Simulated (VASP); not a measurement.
## Sb: electric field gradients with PBE

The system is Sb.

```
Sb
1.0
    -1.50500    1.50500    2.52960
     1.50500   -1.50500    2.52960
     1.50500    1.50500   -2.52960
Sb
1
Direct
  0.00000 0.00000 0.00000
```

This cell differs from its parent crystal: zz strain of +2 %.

```yaml
Program: VASP 6.6.1
Task: electric field gradients
Functional: PBE
Potentials_or_basis: VASP PAW PBE potentials, release 64 (Sb)
Cutoff: 520 eV
k_mesh: 19 × 19 × 19
Occupations: fermi-dirac, width 0.05 eV
Spin: no spin polarisation
Dipole_correction: no
Further_INCAR_settings: ALGO = Normal; EDIFF = 1e-08; NBANDS = 8
```

```json
{
 "Pressure": "16.9 GPa",
 "Band gap on the k mesh": "zero (an odd number of electrons rules out a gap without spin polarisation)",
 "Largest electric field gradient by atom": "Sb +40.5 V/Å²"
}
```

Stress tensor (GPa, compression positive):
```
17.65  0.00  0.00
 0.00 17.65  0.00
 0.00  0.00 15.32
```

Levels at points of the mesh, in eV from the Fermi level:
```csv
k point,band 1,band 2,band 3,band 4,band 5,band 6,band 7
"(0.00, 0.00, 0.00)",-14.36,6.15,6.61,6.61,9.97,10.51,11.15
```

Electric field gradients, principal values (V/Å²):
```csv
atom,least,middle,greatest (by size)
1 Sb,-20.252,-20.252,40.504
```

Wall time 2.3 min on 1 thread of Intel(R) Xeon(R) Platinum 8259CL CPU @ 2.50GHz (Skylake/Cascade Lake), on a shared host, peak memory 0.24 GiB.

Caveat: the cell differs from its parent crystal (zz strain of +2 %); the cell stands under pressure; without QUAD_EFG the Cq values of the log hold for a quadrupole moment of 1 mb, not for the nuclei; spin-orbit coupling is left out, which moves the levels of the heavy elements.
